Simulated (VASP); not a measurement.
A run of VASP 6.6.1 is set up as follows.

Contents of INCAR:

```
  PREC = Accurate
  ENCUT = 540
  EDIFF = 1E-7
  ISMEAR = 0
  SIGMA = 0.1
  LREAL = False
  LASPH = True
  NELM = 120
  ALGO = Normal
  ISIF = 3
  LWAVE = False
  LCHARG = False
  GGA = PE
  IBRION = 2
  NSW = 90
  EDIFFG = -0.04
  GGA_COMPAT = False
  NELMIN = 4
```

The input KPOINTS:

```
Automatic mesh
0
Gamma
  6 6 6
```

POSCAR

```
Cs2Au
1.0
   -2.2067803802      2.2067803802      5.4135081203
    2.2067803802     -2.2067803802      5.4135081203
    2.2067803802      2.2067803802     -5.4135081203
Cs Au
2 1
Direct
    0.6650000000      0.6650000000      0.0000000000
    0.3350000000      0.3350000000      0.0000000000
    0.0000000000      0.0000000000      0.0000000000
```

Potentials or basis: VASP PAW PBE potentials, release 64 (Cs_sv, Au_sv_GW).

Run with:

```bash
$ cat potpaw_PBE.64/Cs_sv/POTCAR potpaw_PBE.64/Au_sv_GW/POTCAR > POTCAR
$ mpirun -np 1 vasp_std > vasp.out
```

Q: Estimate the relaxed cell.

A: a = 8.256 Å, b = 8.256 Å, c = 8.256 Å, α = 147.70°, β = 147.70°, γ = 46.32°.

Q: What does it give for the relaxed volume?

A: 53.36 Å³/atom.

Final structure:
```xyz
3
Lattice="-2.2962 2.2962 7.5906 2.2962 -2.2962 7.5906 2.2962 2.2962 -7.5906" Properties=species:S:1:pos:R:3 pbc="T T T"
Cs    0.0000    0.0000    9.4939
Cs    0.0000    0.0000    5.6874
Au    0.0000    0.0000    0.0000
```

Caveat: the volume moved by over 15 % at a fixed basis, so the end points are rough.
